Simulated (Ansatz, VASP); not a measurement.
# Two plane-wave programs on C

```
C
1.0
     1.61276    0.00000    0.00000
     0.00000    2.72990    0.00000
     0.00000    0.00000    4.36921
C
2
Direct
  0.00000 0.50000 0.62164
  0.50000 0.00000 0.37836
```

Alike in both runs: functional PBE; k mesh 10 × 6 × 6; occupations gaussian, width 0.1 eV; no spin polarisation.

Ansatz relaxed the structure, and its values are those at the end. VASP's run is a single point on that final structure, the one shown.

|  | VASP | Ansatz |
| --- | --- | --- |
| version | VASP 6.6.1 | Ansatz 0.2.0 |
| potentials or method | VASP PAW PBE potentials, release 64 (C), cutoff 520 eV | scalar-relativistic, plane waves, PAW |
| valence electrons in the cell | 8 | 8 |

VASP gave:

* gap on the k mesh at the Fermi level (eV): none
* pressure (GPa): 0.3
* rms of the force components (eV/Å): 0.011

Q: Estimate Ansatz's values.

A: gap on the k mesh at the Fermi level (eV): none; pressure (GPa): 0.1; rms of the force components (eV/Å): 0.004.

A gap of «none» marks a metal or a gap that the smearing closes.

The k mesh is coarse, so the values compare programs but aren't converged.
